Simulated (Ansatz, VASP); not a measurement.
**WSe2: VASP beside Ansatz**

```
CELL_PARAMETERS angstrom
3.55770 0.00000 0.00000
-1.77885 2.79709 0.00000
0.00000 0.00000 6.51523
ATOMIC_POSITIONS crystal
W 0.00000 0.00000 0.00000
Se 0.33333 0.66667 0.24055
Se 0.33333 0.66667 0.75945
```

Change from the starting cell: strain +e along x and -e along y +0.0500, strain +e along z and -e/2 along x and y -0.0700.

Alike in both runs: task single point; functional PBE; dispersion D3(BJ); k mesh 9 × 9 × 4; occupations gaussian, width 0.05 eV; no spin polarisation.

|  | VASP | Ansatz |
| --- | --- | --- |
| version | VASP 6.6.1 | Ansatz 0.2.0 |
| potentials or method | VASP PAW PBE potentials, release 64 (W_sv, Se), cutoff 520 eV | scalar-relativistic, plane waves, PAW |
| valence electrons in the cell | 26 | 46 |

VASP gave:

```
gap on the k mesh at the Fermi level (eV)                     : 0.30
least direct gap on the mesh (eV)                             : 1.12
pressure (GPa)                                                : 3.8
traceless stress, the component that is largest in VASP (GPa) : -11.21
rms of the force components (eV/Å)                            : 0.781
```

Q: Which values does Ansatz return?

A: gap on the k mesh at the Fermi level (eV): 0.31; least direct gap on the mesh (eV): 1.13; pressure (GPa): 3.5; traceless stress, the component that is largest in VASP (GPa): -11.16; rms of the force components (eV/Å): 0.757.

Atom by atom the forces differ by 0.026 eV/Å (rms over components). VASP's potentials hold 26 valence electrons a cell and Ansatz's 46, so a difference there can come from the potentials and not from the codes.

Neither program's run includes spin-orbit coupling.
